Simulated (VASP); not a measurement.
# AlN (P6_3mc) in VASP: further runs

Runs on AlN. Level: PBE. Tasks: single point.

Everything below comes from runs of VASP 6.6.1. Logs are shortened: lines on timing, memory, paths and dates and some standing lists are left out, and cuts for length are marked.

### Step 1. The cell of the first run

Symmetry: P6_3mc, No. 186, hexagonal system. Conventional cell: a = 3.313 Å, b = 3.313 Å, c = 4.188 Å, α = 90.00°, β = 90.00°, γ = 120.00°. Al (site symmetry 3m) has 5 N at 1.81 to 2.37 Å within 2.4 Å. N (site symmetry 3m) has 5 Al at 1.81 to 2.37 Å within 2.4 Å.

### Step 2. Single point, PBE

The input, INCAR:

```
  PREC = Accurate
  ENCUT = 520
  EDIFF = 1E-6
  ISMEAR = 0
  SIGMA = 0.05
  LREAL = False
  LASPH = True
  NELM = 100
  ALGO = Normal
  ISIF = 2
  LWAVE = False
  LCHARG = False
  GGA = PE
  NBANDS = 16
```

The input, KPOINTS:

```
regular mesh
0
Gamma
  9 9 6
```

The input, POSCAR:

```
AlN
1.0
    3.3134793407      0.0000000000      0.0000000000
   -1.6567396703      2.8695572839      0.0000000000
    0.0000000000      0.0000000000      4.1875902417
Al N
2 2
Direct
    0.3333333333      0.6666666667      0.7729095315
    0.6666666667      0.3333333333      0.2729095315
    0.3333333333      0.6666666667      0.2058696077
    0.6666666667      0.3333333333      0.7058696077
```

Potentials or basis: VASP PAW PBE potentials, release 64 (Al, N).

On the command line:

```bash
cat potpaw_PBE.64/Al/POTCAR potpaw_PBE.64/N/POTCAR > POTCAR
mpirun -np 1 vasp_std > vasp.out
```

OUTCAR:

```text
PREC = Accurate
   ENCUT = 520
   EDIFF = 1E-6
   ISMEAR = 0
   LREAL = False
   LASPH = True
   NELM = 100
   ISIF = 2
   GGA = PE

 ion  position               nearest neighbor table
   1  0.333  0.667  0.773-   3 1.81   4 1.93   4 1.93   4 1.93   3 2.37   2 2.84   2 2.84   2 2.84
                             2 2.84   2 2.84   2 2.84
   2  0.667  0.333  0.273-   4 1.81   3 1.93   3 1.93   3 1.93   4 2.37   1 2.84   1 2.84   1 2.84
                             1 2.84   1 2.84   1 2.84
   3  0.333  0.667  0.206-   1 1.81   2 1.93   2 1.93   2 1.93   1 2.37
   4  0.667  0.333  0.706-   2 1.81   1 1.93   1 1.93   1 1.93   2 2.37

  LATTYP: Found a hexagonal cell.
 ALAT       =     3.3134793407
 C/A-ratio  =     1.2638045423

  Lattice vectors:

 A1 = (   3.3134793407,   0.0000000000,   0.0000000000)
 A2 = (  -1.6567396703,   2.8695572839,   0.0000000000)
 A3 = (   0.0000000000,   0.0000000000,   4.1875902417)

Analysis of symmetry for initial positions (statically):
=====================================================================
 Subroutine PRICEL returns:
 Original cell was already a primitive cell.

 Routine SETGRP: Setting up the symmetry group for a
 hexagonal supercell.

 Subroutine GETGRP returns: Found 12 space group operations
 (whereof  6 operations were pure point group operations)
 out of a pool of 24 trial point group operations.

The static configuration has the point symmetry C_3v.
 The point group associated with its full space group is C_6v.

Analysis of symmetry for dynamics (positions and initial velocities):
=====================================================================
 Subroutine PRICEL returns:
 Original cell was already a primitive cell.

 Routine SETGRP: Setting up the symmetry group for a
 hexagonal supercell.

 Subroutine GETGRP returns: Found 12 space group operations
 (whereof  6 operations were pure point group operations)
 out of a pool of 24 trial point group operations.

The dynamic configuration has the point symmetry C_3v.
 The point group associated with its full space group is C_6v.

 Subroutine INISYM returns: Found 12 space group operations
 (whereof  6 operations are pure point group operations),
 and found     1 'primitive' translations

----------------------------------------------------------------------------------------

                                     Primitive cell

  volume of cell :      39.8165

  direct lattice vectors                    reciprocal lattice vectors
     3.313479341  0.000000000  0.000000000     0.301797566  0.174242906  0.000000000
    -1.656739670  2.869557284  0.000000000     0.000000000  0.348485812  0.000000000
     0.000000000  0.000000000  4.187590242     0.000000000  0.000000000  0.238800824

  length of vectors
     3.313479341  3.313479341  4.187590242     0.348485812  0.348485812  0.238800824

  position of ions in fractional coordinates (direct lattice)
     0.333333333  0.666666667  0.772909531
     0.666666667  0.333333333  0.272909531
     0.333333333  0.666666667  0.205869608
     0.666666667  0.333333333  0.705869608

  ion indices of the primitive-cell ions
   primitive index   ion index
                 1           1
                 2           2
                 3           3
                 4           4

----------------------------------------------------------------------------------------

 KPOINTS: regular mesh

Automatic generation of k-mesh.
 Grid dimensions read from file:
 generate k-points for:    9    9    6

 Generating k-lattice:

  Cartesian coordinates                     Fractional coordinates (reciprocal lattice)
     0.033533063  0.019360323  0.000000000     0.111111111  0.000000000  0.000000000
     0.000000000  0.038720646  0.000000000     0.000000000  0.111111111  0.000000000
     0.000000000  0.000000000  0.039800137     0.000000000  0.000000000  0.166666667

  Length of vectors
     0.038720646  0.038720646  0.039800137

  Shift w.r.t. Gamma in fractional coordinates (k-lattice)
     0.000000000  0.000000000  0.000000000

 Subroutine IBZKPT returns following result:
 ===========================================

 Found     48 irreducible k-points:

 Following reciprocal coordinates:
            Coordinates               Weight
  0.000000  0.000000  0.000000      1.000000
  0.111111  0.000000  0.000000      6.000000
  0.222222 -0.000000  0.000000      6.000000
  0.333333 -0.000000  0.000000      6.000000
  0.444444 -0.000000  0.000000      6.000000
  0.111111  0.111111  0.000000      6.000000
[... 16 lines left out ...]
  0.333333  0.222222  0.166667     24.000000
  0.333333  0.333333  0.166667      4.000000
 [... further k-points ...]
   k-points           NKPTS =     48   k-points in BZ     NKDIM =     48   number of bands    NBANDS=     16
   number of dos      NEDOS =    301   number of ions     NIONS =      4
   total plane-waves  NPLWV =  25088
   dimension x,y,z NGX =    28 NGY =   28 NGZ =   32
   dimension x,y,z NGXF=    56 NGYF=   56 NGZF=   64
   ions per type =               2   2
   NGX,Y,Z   is equivalent  to a cutoff of  14.05, 14.05, 12.70 a.u.
   NGXF,Y,Z  is equivalent  to a cutoff of  28.10, 28.10, 25.41 a.u.
 SYSTEM =  unknown system
   PREC   = accura    normal or accurate (medium, high low for compatibility)
   ISTART =      0    job   : 0-new  1-cont  2-samecut
   ICHARG =      2    charge: 1-file 2-atom 10-const
   ISPIN  =      1    spin polarized calculation?
   LNONCOLLINEAR =      F non collinear calculations
   LSORBIT =      F    spin-orbit coupling
   LASPH  =      T    aspherical Exc in radial PAW
   ENCUT  =  520.0 eV  38.22 Ry    6.18 a.u.   6.16  6.16  7.79*2*pi/ulx,y,z
   NELM   =    100;   NELMIN=  2; NELMDL= -5     # of ELM steps
   EDIFF  = 0.1E-05   stopping-criterion for ELM
   LREAL  =      F    real-space projection
   EDIFFG = 0.1E-04   stopping-criterion for IOM
   NSW    =      0    number of steps for IOM
   IBRION =     -1    ionic relax: 0-MD 1-quasi-New 2-CG
   NFREE  =      0    steps in history (QN), initial steepest desc. (CG)
   ISIF   =      2    stress and relaxation
   ISYM   =      2    0-nonsym 1-usesym 2-fastsym
   POTIM  = 0.5000    time-step for ionic-motion
   TEBEG  =    0.0;   TEEND  =   0.0 temperature during run
   PSTRESS=    0.0 pullay stress
   NELECT =      16.0000    total number of electrons
   NUPDOWN=      -1.0000    fix difference up-down
   EMIN   =  10.00;   EMAX   =-10.00  energy-range for DOS
   EFERMI =   0.00;   METHOD = LEGACY
   ISMEAR =     0;   SIGMA  =   0.05  broadening in eV -4-tet -1-fermi 0-gaus
   EFERMI_NEDOS =   21; number of points for ismear=-14 and -15
   IALGO  =     38    algorithm
   IMIX   =      4    mixing-type and parameters
     AMIX     =   0.40;   BMIX     =  1.00
     AMIX_MAG =   1.60;   BMIX_MAG =  1.00
  volume/ion in A,a.u.               =       9.95        67.17
  Fermi-wavevector in a.u.,A,eV,Ry     =   1.208074  2.282930 19.856940  1.459444
  Thomas-Fermi vector in A             =   2.343693
   LORBIT       =      0    0 simple, 1 ext, 2 COOP (PROOUT), +10 PAW based schemes
   GGA     = PE    functional components
   LHFCALC =     F    Hartree Fock is set to
   AEXX    =    0.0000 exact exchange contribution
   IVDW    =     0    specifies the selected vdW correction
   LEPSILON=     F    determine dielectric tensor
   LRPA    =     F    only Hartree local field effects (RPA)
 non-spin polarized calculation
 Gauss-broadening in eV      SIGMA  =   0.05
  energy-cutoff  :      520.00
  volume of cell :       39.82
 maximum number of plane-waves:      1090
 NGX is ok and might be reduce to    28
   NGX = 13   NGY = 13   NGZ = 15

 number of electron      16.0000000 magnetization

 Free energy of the ion-electron system (eV)
  ---------------------------------------------------
  ext. energy  EPLUGINS =         0.00000000
  ---------------------------------------------------
  free energy    TOTEN  =       -29.05236341 eV

  energy without entropy =      -29.05236341  energy(sigma->0) =      -29.05236341

 E-fermi :   7.7735     XC(G=0): -11.1308

 val. band max:        7.5262675823   @ k =   0.0000   0.0000   0.0000
 cond. band min:      11.1163439083   @ k =   0.0000   0.0000   0.0000
 fundamental gap:      3.5900763260
 Fermi energy:         7.7735458351

 k-point     1 :       0.0000    0.0000    0.0000
  band No.  band energies     occupation
      1      -8.8827      2.00000
      2      -5.3656      2.00000
      3       1.1450      2.00000
      4       4.6983      2.00000
      5       4.6983      2.00000
      6       6.3223      2.00000
[... 8 lines left out ...]
     15      19.3923      0.00000
     16      19.9784      0.00000

 k-point     2 :       0.1111    0.0000    0.0000
  band No.  band energies     occupation
      1      -8.7446      2.00000
      2      -5.3603      2.00000
      3       1.2939      2.00000
      4       4.1850      2.00000
      5       4.4961      2.00000
      6       5.7893      2.00000
[... 8 lines left out ...]
     15      19.3412      0.00000
     16      19.7219      0.00000

 k-point     3 :       0.2222   -0.0000    0.0000
  band No.  band energies     occupation
      1      -8.3483      2.00000
      2      -5.3875      2.00000
      3       1.7212      2.00000
      4       3.0868      2.00000
      5       4.0844      2.00000
      6       4.8540      2.00000
[... 8 lines left out ...]
     15      18.4112      0.00000
     16      20.1814      0.00000

 k-point     4 :       0.3333   -0.0000    0.0000
  band No.  band energies     occupation
      1      -7.7627      2.00000
      2      -5.5508      2.00000
      3       1.9929      2.00000
      4       2.4625      2.00000
      5       3.7114      2.00000
      6       4.0491      2.00000
[... 8 lines left out ...]
     15      19.3410      0.00000
     16      20.6957      0.00000
[... 324 lines left out ...]
 k-point    22 :       0.2222    0.2222    0.1667
  band No.  band energies     occupation
      1      -7.3173      2.00000
      2      -5.7657      2.00000
      3       1.7043      2.00000
      4       2.0451      2.00000
      5       3.6348      2.00000
      6       4.1787      2.00000
[... 8 lines left out ...]
     15      19.8891      0.00000
     16      21.1955      0.00000

 k-point    23 :       0.3333    0.2222    0.1667
  band No.  band energies     occupation
      1      -6.7863      2.00000
      2      -6.0192      2.00000
      3       1.4008      2.00000
      4       2.1554      2.00000
      5       2.8598      2.00000
      6       4.6828      2.00000
[... 8 lines left out ...]
     15      19.7434      0.00000
     16      21.3367      0.00000

 k-point    24 :       0.3333    0.3333    0.1667
  band No.  band energies     occupation
      1      -6.3509      2.00000
      2      -6.3509      2.00000
      3       1.4355      2.00000
      4       2.3329      2.00000
      5       2.3329      2.00000
      6       4.8982      2.00000
[... 8 lines left out ...]
     15      19.4102      0.00000
     16      21.0778      0.00000

 [... further k-points ...]
[... 5 lines left out ...]
  --------------------------------------------------------------------------------------
  -------------------------------------------------------------------------------------
  Total       -1.1441009     -1.1441009      7.7640980     -0.0000000      0.0000000     -0.0000000
  in kB      -46.0374814    -46.0374814    312.4195820     -0.0000000      0.0000000     -0.0000000
  external PRESSURE =      73.4482064 kB  Pullay stress =       0.0000000 kB

 VOLUME and BASIS-vectors are now :
 -----------------------------------------------------------------------------
  energy-cutoff  :      520.00
  volume of cell :       39.82
      direct lattice vectors                 reciprocal lattice vectors
     3.313479341  0.000000000  0.000000000     0.301797566  0.174242906  0.000000000
    -1.656739670  2.869557284  0.000000000     0.000000000  0.348485812  0.000000000
     0.000000000  0.000000000  4.187590242     0.000000000  0.000000000  0.238800824

 POSITION                                       TOTAL-FORCE (eV/Angst)
 -----------------------------------------------------------------------------------
     -0.00000      1.91304      3.23663         0.000000      0.000000     -1.536206
      1.65674      0.95652      1.14283        -0.000000     -0.000000     -1.536206
     -0.00000      1.91304      0.86210         0.000000      0.000000      1.536206
      1.65674      0.95652      2.95589        -0.000000     -0.000000      1.536206
 -----------------------------------------------------------------------------------
    total drift:                               -0.000000      0.000000      0.000748

  FREE ENERGIE OF THE ION-ELECTRON SYSTEM (eV)
  ---------------------------------------------------
  free  energy   TOTEN  =       -29.0523634089 eV

  energy  without entropy=      -29.0523634089  energy(sigma->0) =      -29.05236341
```

Wall time 21 s (1 thread of Intel Xeon Platinum 8259CL at 2.50GHz (Skylake/Cascade Lake), shared host); peak memory 0.16 GiB.

Results:

```
Free energy            : -29.0524 eV
Pressure               : 7.3 GPa
Largest force          : 1.536 eV/Å
Band gap on the k mesh : 3.59 eV, direct
```

Forces on the atoms (eV/Å):
```
Al   0.000  0.000 -1.536
Al   0.000  0.000 -1.536
N    0.000  0.000  1.536
N    0.000  0.000  1.536
```

Caveat: forces of over 1 eV/Å act on the atoms, so gaps and moduli don't describe the material at rest.

### Step 3. Single point, PBE

The input, INCAR:

```
SYSTEM = AlN
PREC = Accurate
ENCUT = 520
EDIFF = 1E-6
ISMEAR = 0
SIGMA = 0.05
LREAL = .FALSE.
LASPH = .TRUE.
NELM = 80
ALGO = Normal
ISIF = 2
LWAVE = .FALSE.
LCHARG = .TRUE.
GGA = PE
LELF = .TRUE.
LVHAR = .TRUE.
NBANDS = 16
```

The input, KPOINTS:

```
Automatic mesh
0
G
  9 9 6
  0 0 0
```

The input, POSCAR:

```
AlN
1.0
    3.3134793407      0.0000000000      0.0000000000
   -1.6567396703      2.8695572839      0.0000000000
    0.0000000000      0.0000000000      4.1875902417
Al N
2 2
Direct
    0.3333333333      0.6666666667      0.7652730210
    0.6666666667      0.3333333333      0.2652730210
    0.3333333333      0.6666666667      0.2205797385
    0.6666666667      0.3333333333      0.7205797385
```

Potentials or basis: VASP PAW PBE potentials, release 64 (Al, N).

On the command line:

```bash
cat potpaw_PBE.64/Al/POTCAR potpaw_PBE.64/N/POTCAR > POTCAR
mpirun -np 1 vasp_std > vasp.out
```

It took 23 s on 1 thread of Intel Xeon Platinum 8259CL at 2.50GHz (Skylake/Cascade Lake), shared host; peak memory 0.17 GiB.

The run converged. Its results:

```yaml
Free_energy: -29.2403 eV
Pressure: 2.9 GPa
Largest_force: 0.588 eV/Å
Band_gap_on_the_k_mesh: 3.42 eV, direct
```

Forces on the atoms (eV/Å):
```
Al   0.000  0.000 -0.588
Al   0.000  0.000 -0.588
N    0.000  0.000  0.588
N    0.000  0.000  0.588
```

Stress tensor (GPa, compression positive):
```
-2.26  0.00  0.00
 0.00 -2.26  0.00
 0.00  0.00 13.28
```

Levels at points of the mesh, in eV from the valence-band top:
| k point | band 6 | band 7 | band 8 | band 9 | band 10 | band 11 |
| --- | --- | --- | --- | --- | --- | --- |
| (0.00, 0.00, 0.00) | -1.41 | -1.41 | 0.00 | 3.42 | 4.51 | 8.43 |
| (0.00, 0.00, 0.50) | -2.28 | -2.28 | -2.28 | 5.69 | 5.69 | 8.62 |

Expect the measured gap to be larger: semilocal functionals such as PBE lack the derivative discontinuity.

### Step 4. Single point, PBE

This run uses another cell than the first one, of 10.20 Å³/atom, 1.025 times its volume.

The input, INCAR:

```
PREC = Accurate ; ENCUT = 520
EDIFF = 1E-6 ; ISMEAR = 0
SIGMA = 0.05 ; LREAL = F
LASPH = T ; NELM = 60
ALGO = Normal ; ISIF = 2
LWAVE = F ; LCHARG = F
GGA = PE ; NBANDS = 16
```

The input, KPOINTS:

```
regular mesh
0
Gamma
  9 9 6
```

The input, POSCAR:

```
AlN
1.0
    3.3409812192      0.0000000000      0.0000000000
   -1.6704906096      2.8933746094      0.0000000000
    0.0000000000      0.0000000000      4.2223472407
Al N
2 2
Direct
    0.3333333333      0.6666666667      0.7881825525
    0.6666666667      0.3333333333      0.2881825525
    0.3333333333      0.6666666667      0.1764493462
    0.6666666667      0.3333333333      0.6764493462
```

On the command line:

```bash
cat potpaw_PBE.64/Al/POTCAR potpaw_PBE.64/N/POTCAR > POTCAR
mpirun -np 1 vasp_std > vasp.out
```

It took 23 s on 1 thread of Intel Xeon Platinum 8259CL at 2.50GHz (Skylake/Cascade Lake), shared host; peak memory 0.17 GiB.

It converged, with:

* Free energy: -27.8538 eV
* Pressure: 19.6 GPa
* Largest force: 6.022 eV/Å
* Band gap on the k mesh: 3.86 eV, direct

Forces in eV/Å, atoms in the order of the input:
```
Al   0.000  0.000 -6.022
Al   0.000  0.000 -6.022
N    0.000  0.000  6.022
N    0.000  0.000  6.022
```

Stress tensor (GPa, compression positive):
```
-14.70   0.00   0.00
  0.00 -14.70   0.00
  0.00   0.00  88.12
```

Levels at points of the mesh, in eV from the valence-band top:
| k point | band 4 | band 5 | band 6 | band 7 | band 8 | band 9 | band 10 | band 11 | band 12 | band 13 |
| --- | --- | --- | --- | --- | --- | --- | --- | --- | --- | --- |
| (0.00, 0.00, 0.00) | -2.18 | -2.18 | -0.65 | -0.65 | 0.00 | 3.86 | 4.81 | 9.12 | 9.12 | 11.70 |
| (0.00, 0.00, 0.50) | -2.99 | -1.45 | -1.45 | -1.45 | -1.45 | 5.73 | 5.73 | 9.33 | 9.33 | 9.33 |

Caveat: forces of over 1 eV/Å act on the atoms, so gaps and moduli don't describe the material at rest. Expect the measured gap to be larger: semilocal functionals such as PBE lack the derivative discontinuity.
